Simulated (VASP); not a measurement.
# C (R-3m) in VASP: single point with r2SCAN

Aim: the single point of C with r2SCAN.

Program: VASP 6.6.1. These are calculated values, not measurements. Logs are shortened: lines on timing, memory, paths and dates and some standing lists are left out, and cuts for length are marked.

## Step 1: The cell of the first run

It takes space group R-3m (No. 166, trigonal). Conventional cell: a = 2.440 Å, b = 2.440 Å, c = 18.836 Å, α = 90.00°, β = 90.00°, γ = 120.00°. Within 1.9 Å of C (site symmetry 3m) lie 3 C at 1.41 Å. C (site symmetry 3m) has 3 C at 1.41 Å within 1.9 Å.

## Step 2: Single point, r2SCAN

The input, POSCAR:

```
C
1.0
    1.2201282715      0.7044413860      6.2787581379
   -1.2201282715      0.7044413860      6.2787581379
    0.0000000000     -1.4088827720      6.2787581379
C
4
Direct
    0.9188543411      0.9188543411      0.9188543411
    0.2521429291      0.2521429291      0.2521429291
    0.7478570709      0.7478570709      0.7478570709
    0.0811456589      0.0811456589      0.0811456589
```

The input, INCAR.step1:

```
PREC     = Accurate       # precision mode
ENCUT    = 520            # plane-wave cutoff, eV
ISMEAR   = 0              # smearing method
SIGMA    = 0.01           # smearing width, eV
LREAL    = F              # projectors in reciprocal space
LASPH    = T              # aspherical terms in the spheres
NELM     = 80             # most SCF steps
NBANDS   = 16             # bands
GGA      = PE             # functional
ALGO     = Normal         # electronic algorithm
EDIFF    = 1E-4           # SCF threshold, eV
LWAVE    = T              # write WAVECAR
LCHARG   = F              # write CHGCAR
```

The input, INCAR.step2:

```
PREC     = Accurate       # precision mode
ENCUT    = 520            # plane-wave cutoff, eV
EDIFF    = 1E-7           # SCF threshold, eV
ISMEAR   = 0              # smearing method
SIGMA    = 0.01           # smearing width, eV
LREAL    = F              # projectors in reciprocal space
LASPH    = T              # aspherical terms in the spheres
NELM     = 80             # most SCF steps
ALGO     = Normal         # electronic algorithm
ISIF     = 2              # what is computed and relaxed
LWAVE    = F              # write WAVECAR
LCHARG   = F              # write CHGCAR
METAGGA  = R2SCAN         # meta-GGA
LMIXTAU  = T            
NBANDS   = 16             # bands
ISTART   = 1
```

The input, KPOINTS:

```
Automatic mesh
0
Gamma
  18 18 18
```

Potentials or basis: VASP PAW PBE potentials, release 64 (C).

Command:

```
> cat potpaw_PBE.64/C/POTCAR > POTCAR
> cp INCAR.step1 INCAR
> mpirun -np 1 vasp_std > vasp.out
> cp INCAR.step2 INCAR
> mpirun -np 1 vasp_std > vasp.out
```

OUTCAR:

```text
PREC = Accurate
   ENCUT = 520
   EDIFF = 1E-7
   ISMEAR = 0
   LREAL = F
   LASPH = T
   NELM = 80
   ISIF = 2
   METAGGA = R2SCAN
   ISTART = 1

 ion  position               nearest neighbor table
   1  0.919  0.919  0.919-   2 1.41   2 1.41   2 1.41
   2  0.252  0.252  0.252-   1 1.41   1 1.41   1 1.41
   3  0.748  0.748  0.748-   4 1.41   4 1.41   4 1.41
   4  0.081  0.081  0.081-   3 1.41   3 1.41   3 1.41

  LATTYP: Found a trigonal (rhomboedric) cell.
 ALAT       =     6.4348857348
 COS(alpha) =     0.9280949658

  Lattice vectors:

 A1 = (   1.2201282715,   0.7044413860,   6.2787581379)
 A2 = (  -1.2201282715,   0.7044413860,   6.2787581379)
 A3 = (   0.0000000000,  -1.4088827720,   6.2787581379)

Analysis of symmetry for initial positions (statically):
=====================================================================
 Subroutine PRICEL returns:
 Original cell was already a primitive cell.

 Routine SETGRP: Setting up the symmetry group for a
 trigonal (rhombohedral) supercell.

 Subroutine GETGRP returns: Found 12 space group operations
 (whereof 12 operations were pure point group operations)
 out of a pool of 12 trial point group operations.

The static configuration has the point symmetry D_3d.

Analysis of symmetry for dynamics (positions and initial velocities):
=====================================================================
 Subroutine PRICEL returns:
 Original cell was already a primitive cell.

 Routine SETGRP: Setting up the symmetry group for a
 trigonal (rhombohedral) supercell.

 Subroutine GETGRP returns: Found 12 space group operations
 (whereof 12 operations were pure point group operations)
 out of a pool of 12 trial point group operations.

The dynamic configuration has the point symmetry D_3d.

 Subroutine INISYM returns: Found 12 space group operations
 (whereof 12 operations are pure point group operations),
 and found     1 'primitive' translations

----------------------------------------------------------------------------------------

                                     Primitive cell

  volume of cell :      32.3799

  direct lattice vectors                    reciprocal lattice vectors
     1.220128271  0.704441386  6.278758138     0.409792980  0.236594087  0.053089055
    -1.220128271  0.704441386  6.278758138    -0.409792980  0.236594087  0.053089055
     0.000000000 -1.408882772  6.278758138     0.000000000 -0.473188174  0.053089055

  length of vectors
     6.434885735  6.434885735  6.434885735     0.476157008  0.476157008  0.476157008

  position of ions in fractional coordinates (direct lattice)
     0.918854341  0.918854341  0.918854341
     0.252142929  0.252142929  0.252142929
     0.747857071  0.747857071  0.747857071
     0.081145659  0.081145659  0.081145659

  ion indices of the primitive-cell ions
   primitive index   ion index
                 1           1
                 2           2
                 3           3
                 4           4

----------------------------------------------------------------------------------------

 KPOINTS: Automatic mesh

Automatic generation of k-mesh.
 Grid dimensions read from file:
 generate k-points for:   18   18   18

 Generating k-lattice:

  Cartesian coordinates                     Fractional coordinates (reciprocal lattice)
     0.022766277  0.013144116  0.002949392     0.055555556  0.000000000  0.000000000
    -0.022766277  0.013144116  0.002949392     0.000000000  0.055555556  0.000000000
     0.000000000 -0.026288232  0.002949392     0.000000000  0.000000000  0.055555556

  Length of vectors
     0.026453167  0.026453167  0.026453167

  Shift w.r.t. Gamma in fractional coordinates (k-lattice)
     0.000000000  0.000000000  0.000000000

 Subroutine IBZKPT returns following result:
 ===========================================

 Found    580 irreducible k-points:

 Following reciprocal coordinates:
            Coordinates               Weight
  0.000000  0.000000  0.000000      1.000000
  0.055556 -0.000000 -0.000000      6.000000
  0.111111 -0.000000 -0.000000      6.000000
  0.166667 -0.000000  0.000000      6.000000
  0.222222 -0.000000  0.000000      6.000000
  0.277778  0.000000  0.000000      6.000000
[... 16 lines left out ...]
 -0.277778  0.055556 -0.000000     12.000000
 -0.222222  0.055556  0.000000     12.000000
 [... further k-points ...]
   k-points           NKPTS =    580   k-points in BZ     NKDIM =    580   number of bands    NBANDS=     16
   number of dos      NEDOS =    301   number of ions     NIONS =      4
   total plane-waves  NPLWV = 110592
   dimension x,y,z NGX =    48 NGY =   48 NGZ =   48
   dimension x,y,z NGXF=    96 NGYF=   96 NGZF=   96
   ions per type =               4
   NGX,Y,Z   is equivalent  to a cutoff of  12.40, 12.40, 12.40 a.u.
   NGXF,Y,Z  is equivalent  to a cutoff of  24.80, 24.80, 24.80 a.u.
 SYSTEM =  unknown system
   PREC   = accura    normal or accurate (medium, high low for compatibility)
   ISTART =      1    job   : 0-new  1-cont  2-samecut
   ICHARG =      0    charge: 1-file 2-atom 10-const
   ISPIN  =      1    spin polarized calculation?
   LNONCOLLINEAR =      F non collinear calculations
   LSORBIT =      F    spin-orbit coupling
   LASPH  =      T    aspherical Exc in radial PAW
   ENCUT  =  520.0 eV  38.22 Ry    6.18 a.u.  11.96 11.96 11.96*2*pi/ulx,y,z
   NELM   =     80;   NELMIN=  2; NELMDL=  0     # of ELM steps
   EDIFF  = 0.1E-06   stopping-criterion for ELM
   LREAL  =      F    real-space projection
   EDIFFG = 0.1E-05   stopping-criterion for IOM
   NSW    =      0    number of steps for IOM
   IBRION =     -1    ionic relax: 0-MD 1-quasi-New 2-CG
   NFREE  =      0    steps in history (QN), initial steepest desc. (CG)
   ISIF   =      2    stress and relaxation
   ISYM   =      2    0-nonsym 1-usesym 2-fastsym
   POTIM  = 0.5000    time-step for ionic-motion
   TEBEG  =    0.0;   TEEND  =   0.0 temperature during run
   PSTRESS=    0.0 pullay stress
   NELECT =      16.0000    total number of electrons
   NUPDOWN=      -1.0000    fix difference up-down
   EMIN   =  10.00;   EMAX   =-10.00  energy-range for DOS
   EFERMI =   0.00;   METHOD = LEGACY
   ISMEAR =     0;   SIGMA  =   0.01  broadening in eV -4-tet -1-fermi 0-gaus
   EFERMI_NEDOS =   21; number of points for ismear=-14 and -15
   IALGO  =     38    algorithm
   IMIX   =      4    mixing-type and parameters
     AMIX     =   0.40;   BMIX     =  1.00
     AMIX_MAG =   1.60;   BMIX_MAG =  1.00
  volume/ion in A,a.u.               =       8.09        54.63
  Fermi-wavevector in a.u.,A,eV,Ry     =   1.294265  2.445805 22.791399  1.675121
  Thomas-Fermi vector in A             =   2.425858
   LORBIT       =      0    0 simple, 1 ext, 2 COOP (PROOUT), +10 PAW based schemes
   METAGGA = R2SCAN    functional components
   LHFCALC =     F    Hartree Fock is set to
   AEXX    =    0.0000 exact exchange contribution
   IVDW    =     0    specifies the selected vdW correction
   LEPSILON=     F    determine dielectric tensor
   LRPA    =     F    only Hartree local field effects (RPA)
 non-spin polarized calculation
 Gauss-broadening in eV      SIGMA  =   0.01
  energy-cutoff  :      520.00
  volume of cell :       32.38
 maximum number of plane-waves:       892
   NGX = 23   NGY = 23   NGZ = 23

 number of electron      16.0000001 magnetization

 Free energy of the ion-electron system (eV)
  ---------------------------------------------------
  ext. energy  EPLUGINS =         0.00000000
  ---------------------------------------------------
  free energy    TOTEN  =       -39.63665779 eV

  energy without entropy =      -39.63665779  energy(sigma->0) =      -39.63665779

 E-fermi :   5.4137     XC(G=0): -11.6551

 val. band max:        5.2477643793   @ k =  -0.3333   0.2778   0.0000
 cond. band min:       5.6558304962   @ k =  -0.3333   0.3333   0.0000
 fundamental gap:      0.4080661169
 Fermi energy:         5.4137110774

 k-point     1 :       0.0000    0.0000    0.0000
  band No.  band energies     occupation
      1     -15.7875      2.00000
      2     -15.2935      2.00000
      3      -4.0616      2.00000
      4      -1.2672      2.00000
      5       2.2694      2.00000
      6       2.2694      2.00000
[... 8 lines left out ...]
     15      18.1622      0.00000
     16      18.5251      0.00000

 k-point     2 :       0.0556   -0.0000   -0.0000
  band No.  band energies     occupation
      1     -15.7077      2.00000
      2     -15.2165      2.00000
      3      -3.9635      2.00000
      4      -1.1804      2.00000
      5       1.9351      2.00000
      6       1.9575      2.00000
[... 8 lines left out ...]
     15      17.9011      0.00000
     16      18.5667      0.00000

 k-point     3 :       0.1111   -0.0000   -0.0000
  band No.  band energies     occupation
      1     -15.4688      2.00000
      2     -14.9856      2.00000
      3      -3.6699      2.00000
      4      -0.9214      2.00000
      5       1.0302      2.00000
      6       1.0783      2.00000
[... 8 lines left out ...]
     15      17.1381      0.00000
     16      18.7029      0.00000

 k-point     4 :       0.1667   -0.0000    0.0000
  band No.  band energies     occupation
      1     -15.0719      2.00000
      2     -14.6020      2.00000
      3      -3.1838      2.00000
      4      -0.4944      2.00000
      5      -0.2615      2.00000
      6      -0.1837      2.00000
[... 8 lines left out ...]
     15      17.1237      0.00000
     16      18.9242      0.00000

 k-point     5 :       0.2222   -0.0000    0.0000
  band No.  band energies     occupation
      1     -14.5192      2.00000
      2     -14.0676      2.00000
      3      -2.5111      2.00000
      4      -1.7702      2.00000
      5      -1.6574      2.00000
      6       0.0953      2.00000
[... 8 lines left out ...]
     15      18.9255      0.00000
     16      19.2106      0.00000

 k-point     6 :       0.2778    0.0000    0.0000
  band No.  band energies     occupation
      1     -13.8142      2.00000
      2     -13.3853      2.00000
      3      -3.3683      2.00000
      4      -3.2204      2.00000
      5      -1.6613      2.00000
      6      -0.2317      2.00000
[... 8 lines left out ...]
     15      20.8857      0.00000
     16      20.9388      0.00000
[... 267 lines left out ...]
 k-point    21 :      -0.3889    0.0556    0.0000
  band No.  band energies     occupation
      1     -11.3902      2.00000
      2     -11.0245      2.00000
      3      -7.2124      2.00000
      4      -6.9934      2.00000
      5      -1.5095      2.00000
      6      -1.4778      2.00000
[... 8 lines left out ...]
     15      20.4078      0.00000
     16      23.6089      0.00000

 k-point    22 :      -0.3333    0.0556   -0.0000
  band No.  band energies     occupation
      1     -12.4338      2.00000
      2     -12.0364      2.00000
      3      -5.7181      2.00000
      4      -5.5322      2.00000
      5      -1.2016      2.00000
      6      -1.1671      2.00000
[... 8 lines left out ...]
     15      21.1574      0.00000
     16      23.0710      0.00000

 k-point    23 :      -0.2778    0.0556   -0.0000
  band No.  band energies     occupation
      1     -13.3533      2.00000
      2     -12.9286      2.00000
      3      -4.1482      2.00000
      4      -3.9983      2.00000
      5      -1.1319      2.00000
      6      -0.7528      2.00000
[... 8 lines left out ...]
     15      20.7746      0.00000
     16      21.3180      0.00000

 k-point    24 :      -0.2222    0.0556    0.0000
  band No.  band energies     occupation
      1     -14.1309      2.00000
      2     -13.6831      2.00000
      3      -2.5629      2.00000
      4      -2.4500      2.00000
      5      -2.0565      2.00000
      6      -0.1835      2.00000
[... 8 lines left out ...]
     15      19.3476      0.00000
     16      19.5057      0.00000

 [... further k-points ...]

------------------------ aborting loop because EDIFF is reached ----------------------------------------

  FORCE on cell =-STRESS in cart. coord.  units (eV):
  Direction    XX          YY          ZZ          XY          YZ          ZX
  --------------------------------------------------------------------------------------
  -------------------------------------------------------------------------------------
  Total        1.8483762      1.8483762      1.5818764      0.0000000     -0.0000000     -0.0000000
  in kB       91.4588207     91.4588207     78.2722417      0.0000000     -0.0000000     -0.0000000
  external PRESSURE =      87.0632943 kB  Pullay stress =       0.0000000 kB

 VOLUME and BASIS-vectors are now :
 -----------------------------------------------------------------------------
  energy-cutoff  :      520.00
  volume of cell :       32.38
      direct lattice vectors                 reciprocal lattice vectors
     1.220128271  0.704441386  6.278758138     0.409792980  0.236594087  0.053089055
    -1.220128271  0.704441386  6.278758138    -0.409792980  0.236594087  0.053089055
     0.000000000 -1.408882772  6.278758138     0.000000000 -0.473188174  0.053089055

 POSITION                                       TOTAL-FORCE (eV/Angst)
 -----------------------------------------------------------------------------------
      0.00000      0.00000     17.30779         0.000000      0.000000     -0.001268
      0.00000      0.00000      4.74943         0.000000      0.000000      0.001697
      0.00000      0.00000     14.08684         0.000000      0.000000     -0.001697
      0.00000      0.00000      1.52848         0.000000     -0.000000      0.001268
 -----------------------------------------------------------------------------------
    total drift:                               -0.000000      0.000000      0.000000

  FREE ENERGIE OF THE ION-ELECTRON SYSTEM (eV)
  ---------------------------------------------------
  free  energy   TOTEN  =       -39.6366577901 eV

  energy  without entropy=      -39.6366577901  energy(sigma->0) =      -39.63665779
```

Wall time 51 min (1 thread of Intel Xeon Platinum 8488C (Sapphire Rapids), shared host); peak memory 0.47 GiB.

Results:

```yaml
Free_energy: -39.6367 eV
Pressure: 8.7 GPa
```

Stress tensor (GPa, compression positive):
```
9.15 0.00 0.00
0.00 9.15 0.00
0.00 0.00 7.83
```

Caveat: the cell stands under pressure; the PAW data sets were made with another functional, which shifts forces and pressure a little.
